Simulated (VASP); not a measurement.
# Pt4Au in VASP: further runs

Runs on Pt4Au. Level: PBEsol. Tasks: single point.

Program: VASP 6.6.1. These are calculated values, not measurements. Logs are shortened: lines on timing, memory, paths and dates and some standing lists are left out, and cuts for length are marked.

**1. The cell of the first run**

The cell holds a slab with vacuum, 5 atoms: a = 2.772 Å, b = 3.920 Å, c = 21.543 Å, α = 90.00°, β = 90.00°, γ = 90.00°.

**2. Single point, PBEsol**

File INCAR:

```
ALGO = Normal
DIPOL = 0.5 0.5 0.500
EDIFF = 1E-7
ENCUT = 520
GGA = PS
IDIPOL = 3
ISIF = 2
ISMEAR = -1
LASPH = True
LCHARG = True
LDIPOL = True
LELF = True
LREAL = False
LVACPOTAV = True
LVHAR = True
LWAVE = False
NBANDS = 34
NELM = 100
PREC = Accurate
SIGMA = 0.1
```

File KPOINTS:

```
k-points
0
Gamma
  12 9 1
```

File POSCAR:

```
Pt4Au
1.0
    2.7716650196      0.0000000000      0.0000000000
    0.0000000000      3.9197262610      0.0000000000
    0.0000000000      0.0000000000     21.5433000000
Pt Au
4 1
Direct
    0.0000000000      0.0000000000      0.3775261929
    0.5000000000      0.5000000000      0.4317546603
    0.5000000000      0.5000000000      0.5682453384
    0.0000000000      0.0000000000      0.6224738066
    0.0000000000      0.0000000000      0.5000000018
```

Potentials or basis: VASP PAW PBE potentials, release 64 (Pt, Au).

On the command line:

```console
> cat potpaw_PBE.64/Pt/POTCAR potpaw_PBE.64/Au/POTCAR > POTCAR
> mpirun -np 1 vasp_std > vasp.out
```

OUTCAR:

```text
EDIFF = 1E-7
   ENCUT = 520
   GGA = PS
   ISIF = 2
   ISMEAR = -1
   LASPH = True
   LREAL = False
   NELM = 100
   PREC = Accurate

 ion  position               nearest neighbor table
   1  0.000  0.000  0.378-   5 2.64   2 2.67   2 2.67   2 2.67   2 2.67
   2  0.500  0.500  0.432-   1 2.67   1 2.67   1 2.67   1 2.67   5 2.81   5 2.81   5 2.81   5 2.81
                             3 2.94
   3  0.500  0.500  0.568-   4 2.67   4 2.67   4 2.67   4 2.67   5 2.81   5 2.81   5 2.81   5 2.81
                             2 2.94
   4  0.000  0.000  0.622-   5 2.64   3 2.67   3 2.67   3 2.67   3 2.67
   5  0.000  0.000  0.500-   4 2.64   1 2.64   3 2.81   3 2.81   3 2.81   3 2.81   2 2.81   2 2.81
                             2 2.81   2 2.81

  LATTYP: Found a simple orthorhombic cell.
 ALAT       =     2.7716650196
 B/A-ratio  =     1.4142135623
 C/A-ratio  =     7.7726925323

  Lattice vectors:

 A1 = (   2.7716650196,   0.0000000000,   0.0000000000)
 A2 = (   0.0000000000,   3.9197262610,   0.0000000000)
 A3 = (   0.0000000000,   0.0000000000,  21.5433000000)

Analysis of symmetry for initial positions (statically):
=====================================================================
 Subroutine PRICEL returns:
 Original cell was already a primitive cell.

 Routine SETGRP: Setting up the symmetry group for a
 simple orthorhombic supercell.

 Subroutine GETGRP returns: Found  8 space group operations
 (whereof  8 operations were pure point group operations)
 out of a pool of  8 trial point group operations.

The static configuration has the point symmetry D_2h.

Analysis of symmetry for dynamics (positions and initial velocities):
=====================================================================
 Subroutine PRICEL returns:
 Original cell was already a primitive cell.

 Routine SETGRP: Setting up the symmetry group for a
 simple orthorhombic supercell.

 Subroutine GETGRP returns: Found  8 space group operations
 (whereof  8 operations were pure point group operations)
 out of a pool of  8 trial point group operations.

The dynamic configuration has the point symmetry D_2h.

 Subroutine INISYM returns: Found  8 space group operations
 (whereof  8 operations are pure point group operations),
 and found     1 'primitive' translations

----------------------------------------------------------------------------------------

                                     Primitive cell

  volume of cell :     234.0500

  direct lattice vectors                    reciprocal lattice vectors
     2.771665020  0.000000000  0.000000000     0.360793961  0.000000000  0.000000000
[... 93 lines left out ...]
   LREAL  =      F    real-space projection
   EDIFFG = 0.1E-05   stopping-criterion for IOM
   NSW    =      0    number of steps for IOM
   IBRION =     -1    ionic relax: 0-MD 1-quasi-New 2-CG
   NFREE  =      0    steps in history (QN), initial steepest desc. (CG)
   ISIF   =      2    stress and relaxation
   ISYM   =      2    0-nonsym 1-usesym 2-fastsym
   POTIM  = 0.5000    time-step for ionic-motion
   TEBEG  =    0.0;   TEEND  =   0.0 temperature during run
   PSTRESS=    0.0 pullay stress
   NELECT =      51.0000    total number of electrons
   NUPDOWN=      -1.0000    fix difference up-down
   EMIN   =  10.00;   EMAX   =-10.00  energy-range for DOS
   EFERMI =   0.00;   METHOD = LEGACY
   ISMEAR =    -1;   SIGMA  =   0.10  broadening in eV -4-tet -1-fermi 0-gaus
   EFERMI_NEDOS =   21; number of points for ismear=-14 and -15
   IALGO  =     38    algorithm
   IMIX   =      4    mixing-type and parameters
     AMIX     =   0.40;   BMIX     =  1.00
     AMIX_MAG =   1.60;   BMIX_MAG =  1.00
  volume/ion in A,a.u.               =      46.81       315.89
  Fermi-wavevector in a.u.,A,eV,Ry     =   0.985134  1.861633 13.204305  0.970489
  Thomas-Fermi vector in A             =   2.116419
   LORBIT       =      0    0 simple, 1 ext, 2 COOP (PROOUT), +10 PAW based schemes
   GGA     = PS    functional components
   LHFCALC =     F    Hartree Fock is set to
   AEXX    =    0.0000 exact exchange contribution
   IVDW    =     0    specifies the selected vdW correction
   LEPSILON=     F    determine dielectric tensor
   LRPA    =     F    only Hartree local field effects (RPA)
 non-spin polarized calculation
  energy-cutoff  :      520.00
  volume of cell :      234.05
 maximum number of plane-waves:      6364
 NGX is ok and might be reduce to    24
   NGX = 11   NGY = 15   NGZ = 81

 number of electron      50.9999997 magnetization

 dipolmoment           0.000000      0.000000     -0.000000 electrons x Angstroem

 Free energy of the ion-electron system (eV)
  ---------------------------------------------------
  ext. energy  EPLUGINS =         0.00000000
  ---------------------------------------------------
  free energy    TOTEN  =       -28.49359508 eV

  energy without entropy =      -28.21643606  energy(sigma->0) =      -28.35501557

 E-fermi :  -0.2005     XC(G=0):  -5.2468

 val. band max:       -0.2057327045   @ k =   0.3333   0.1111   0.0000
 cond. band min:      -0.1811549724   @ k =   0.1667   0.3333   0.0000
 fundamental gap:      0.0245777321
 Fermi energy:        -0.2004599265

 k-point     1 :       0.0000    0.0000    0.0000
  band No.  band energies     occupation
      1      -9.8322      2.00000
      2      -7.8600      2.00000
      3      -7.1650      2.00000
      4      -6.7659      2.00000
      5      -6.1348      2.00000
      6      -5.5778      2.00000
[... 877 lines left out ...]
     33       6.3952      0.00000
     34       7.0138      0.00000

 [... further k-points ...]
[... 5 lines left out ...]
  --------------------------------------------------------------------------------------
  -------------------------------------------------------------------------------------
  Total       -2.6830452      1.4746869      4.5123054      0.0000000      0.0000000      0.0000000
  in kB      -18.3666461     10.0948927     30.8887515      0.0000000      0.0000000      0.0000000
  external PRESSURE =       7.5389994 kB  Pullay stress =       0.0000000 kB

 VOLUME and BASIS-vectors are now :
 -----------------------------------------------------------------------------
  energy-cutoff  :      520.00
  volume of cell :      234.05
      direct lattice vectors                 reciprocal lattice vectors
     2.771665020  0.000000000  0.000000000     0.360793961  0.000000000  0.000000000
     0.000000000  3.919726261  0.000000000     0.000000000  0.255119856  0.000000000
     0.000000000  0.000000000 21.543300000     0.000000000  0.000000000  0.046418144

 POSITION                                       TOTAL-FORCE (eV/Angst)
 -----------------------------------------------------------------------------------
      0.00000      0.00000      8.13316         0.000000      0.000000     -0.485781
      1.38583      1.95986      9.30142         0.000000     -0.000000     -0.683819
      1.38583      1.95986     12.24188         0.000000      0.000000      0.683819
      0.00000      0.00000     13.41014         0.000000      0.000000      0.485781
      0.00000      0.00000     10.77165         0.000000      0.000000     -0.000000
 -----------------------------------------------------------------------------------
    total drift:                                0.000000     -0.000000     -0.000002

  FREE ENERGIE OF THE ION-ELECTRON SYSTEM (eV)
  ---------------------------------------------------
  free  energy   TOTEN  =       -28.4935950808 eV

  energy  without entropy=      -28.2164360574  energy(sigma->0) =      -28.35501557

 vacuum level on the upper side and lower side of the slab         5.301         5.301
```

stdout:

```text
POSCAR found type information on POSCAR PtAu
 POSCAR found :  2 types and       5 ions
 scaLAPACK will be used
 -----------------------------------------------------------------------------
[... 23 lines left out ...]
|     Did not find any points to average over, which means that no vacuum     |
|     field-free region was found. Please increase the size of  your cell     |
|     in the dimension of the dipole correction to obtain accurate            |
|     workfunction values.                                                    |
|                                                                             |
 -----------------------------------------------------------------------------
```

Run time: 11 min. Hardware: 1 thread of Intel Xeon 8259CL, shared host; peak memory 0.48 GiB.

Results:

- Free energy: -28.4936 eV
- Largest force: 0.684 eV/Å
- Band gap on the k mesh: zero (an odd number of electrons rules out a gap without spin polarisation)

Forces on the atoms (eV/Å):
```
Pt   0.000  0.000 -0.486
Pt   0.000  0.000 -0.684
Pt   0.000  0.000  0.684
Pt   0.000  0.000  0.486
Au   0.000  0.000  0.000
```

Levels at points of the mesh, in eV from the Fermi level:
| k point | band 24 | band 25 | band 26 | band 27 | band 28 | band 29 |
| --- | --- | --- | --- | --- | --- | --- |
| (0.00, 0.00, 0.00) | -0.86 | -0.40 | -0.23 | 0.22 | 0.43 | 1.85 |
| (0.50, 0.00, 0.00) | -0.07 | 0.24 | 1.70 | 1.90 | 2.41 | 2.42 |

Caveat: the PAW data sets were made with another functional, which shifts forces and pressure a little; spin-orbit coupling is left out, which moves the levels of the heavy elements.

**3. Single point, PBEsol**

File INCAR:

```
SYSTEM = Pt4Au
PREC     = Accurate       ! precision mode
ENCUT    = 520            ! plane-wave cutoff, eV
EDIFF    = 1E-6           ! SCF threshold, eV
ISMEAR   = -1             ! smearing method
SIGMA    = 0.1            ! smearing width, eV
LREAL    = .FALSE.        ! projectors in reciprocal space
LASPH    = .TRUE.         ! aspherical terms in the spheres
NELM     = 80             ! most SCF steps
ALGO     = Normal         ! electronic algorithm
ISIF     = 2              ! what is computed and relaxed
LWAVE    = .FALSE.        ! write WAVECAR
LCHARG   = .TRUE.         ! write CHGCAR
LDIPOL   = .TRUE.       
IDIPOL   = 3            
DIPOL    = 0.5 0.5 0.500
GGA      = PS             ! functional
LELF     = .TRUE.         ! ELF
LVHAR    = .TRUE.       
LVACPOTAV= .TRUE.       
NBANDS   = 34             ! bands
```

File KPOINTS:

```
Automatic mesh
0
G
  12 9 1
  0 0 0
```

POSCAR is that of step 2.

Potentials or basis: VASP PAW PBE potentials, release 64 (Pt, Au).

On the command line:

```console
> cat potpaw_PBE.64/Pt/POTCAR potpaw_PBE.64/Au/POTCAR > POTCAR
> mpirun -np 1 vasp_std > vasp.out
```

Wall time 11 min (1 thread of Intel Xeon 8259CL, shared host); peak memory 0.48 GiB.

It converged, with:

* Free energy: -28.4936 eV
* Largest force: 0.684 eV/Å
* Band gap on the k mesh: zero (an odd number of electrons rules out a gap without spin polarisation)

Forces on the atoms (eV/Å):
```
Pt   0.000  0.000 -0.486
Pt   0.000  0.000 -0.684
Pt   0.000  0.000  0.684
Pt   0.000  0.000  0.486
Au   0.000  0.000  0.000
```

Levels at points of the mesh, in eV from the Fermi level:
| k point | band 24 | band 25 | band 26 | band 27 | band 28 | band 29 |
| --- | --- | --- | --- | --- | --- | --- |
| (0.00, 0.00, 0.00) | -0.86 | -0.40 | -0.23 | 0.22 | 0.43 | 1.85 |
| (0.50, 0.00, 0.00) | -0.07 | 0.24 | 1.70 | 1.90 | 2.41 | 2.42 |

Caveat: the PAW data sets were made with another functional, which shifts forces and pressure a little; spin-orbit coupling is left out, which moves the levels of the heavy elements.

The gap in the log of VASP goes by the Fermi energy; the results here count the filled bands.